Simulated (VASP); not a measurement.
Here is a VASP 6.6.1 calculation.

File INCAR:

```
SYSTEM = La2O3
PREC     = Accurate       ! precision mode
ENCUT    = 520            ! plane-wave cutoff, eV
EDIFF    = 1E-7           ! SCF threshold, eV
ISMEAR   = 0              ! smearing method
SIGMA    = 0.1            ! smearing width, eV
LREAL    = .FALSE.        ! projectors in reciprocal space
LASPH    = .TRUE.         ! aspherical terms in the spheres
NELM     = 60             ! most SCF steps
ALGO     = Normal         ! electronic algorithm
ISIF     = 2              ! what is computed and relaxed
LWAVE    = .FALSE.        ! write WAVECAR
LCHARG   = .FALSE.        ! write CHGCAR
GGA      = PE             ! functional
NBANDS   = 51             ! bands
```

The input KPOINTS:

```
Automatic mesh
0
G
  6 6 1
  0 0 0
```

Contents of POSCAR:

```
La2O3
1.0
    3.9404102638      0.0000000000      0.0000000000
   -1.9702051319      3.4124953898      0.0000000000
    0.0000000000      0.0000000000     12.3750325396
La O
4 6
Direct
    0.6666666667      0.3333333333      0.3763141203
    0.6666666667      0.3333333333      0.8763141203
    0.3333333333      0.6666666667      0.1236858797
    0.3333333333      0.6666666667      0.6236858797
    0.6666666667      0.3333333333      0.1773493574
    0.6666666667      0.3333333333      0.6773493574
    0.3333333333      0.6666666667      0.3226506426
    0.3333333333      0.6666666667      0.8226506426
    0.0000000000      0.0000000000      0.0000000000
    0.0000000000      1.0000000000      0.5000000000
```

Potentials or basis: VASP PAW PBE potentials, release 64 (La, O).

Run with:

```bash
$ cat potpaw_PBE.64/La/POTCAR potpaw_PBE.64/O/POTCAR > POTCAR
$ mpirun -np 1 vasp_std > vasp.out
```

(1) Estimate the largest force.

(2) What does it give for the band gap on the k mesh?

(3) Predict the pressure.

## Answers

(1) 0.018 eV/Å.

(2) 3.85 eV.

(3) -0.3 GPa.

Caveat: the k points lie up to 0.51 Å⁻¹ apart; spin-orbit coupling is left out, which moves the levels of the heavy elements.
